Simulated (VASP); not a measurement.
Li2Sm:

```
CELL_PARAMETERS angstrom
3.48187 0.00000 0.00000
-1.74094 3.01539 0.00000
0.00000 0.00000 4.22769
ATOMIC_POSITIONS crystal
Li 0.33333 0.66667 0.50000
Li 0.66667 0.33333 0.50000
Sm 0.00000 0.00000 0.00000
```

The cell was generated, and may not be a known phase.

```yaml
Program: VASP 6.6.1
Task: relaxation of cell and atoms
Functional: PBE
Potentials_or_basis: VASP PAW PBE potentials, release 64 (Li_sv, Sm_3), 4f in core
Cutoff: 750 eV
k_mesh: 6 × 6 × 4
Occupations: gaussian, width 0.1 eV
Spin: no spin polarisation
```

At the start: pressure 26.3 GPa; volume 14.80 Å³/atom.

Problem. How do energy, volume and symmetry change on relaxing?

Solution. Over 7 steps the energy falls by 601.8 meV/atom and the volume is 24.86 Å³/atom (+68.0 %); space group P6/mmm (No. 191, to 0.1 Å) before and after.

The path:
| step | energy change (eV) | largest force (eV/Å) | pressure (GPa) | volume (Å³) |
| --- | --- | --- | --- | --- |
| 1 | 0.0000 | 0.0000 | 26.27 | 44.39 |
| 2 | -1.6072 | 0.0000 | 5.65 | 61.81 |
| 3 | -1.7896 | 0.0000 | 1.28 | 70.37 |
| 4 | -1.8027 | 0.0000 | 0.20 | 73.34 |
| 5 | -1.8028 | 0.0000 | -0.02 | 74.02 |
| 6 | -1.8038 | 0.0000 | -0.03 | 74.16 |
| 7 | -1.8055 | 0.0000 | -0.05 | 74.58 |

Final structure:
```
Li Sm
1.0
     4.05871    0.00000    0.00000
    -2.02935    3.51494    0.00000
     0.00000    0.00000    5.22772
Li Sm
2 1
Direct
  0.33333 0.66667 0.50000
  0.66667 0.33333 0.50000
  0.00000 0.00000 0.00000
```

Caveat: the k points lie up to 0.30 Å⁻¹ apart in the final cell, too coarse for converged energies and pressures of a metal; the volume moved by over 15 % at a fixed basis, so the end points are rough.
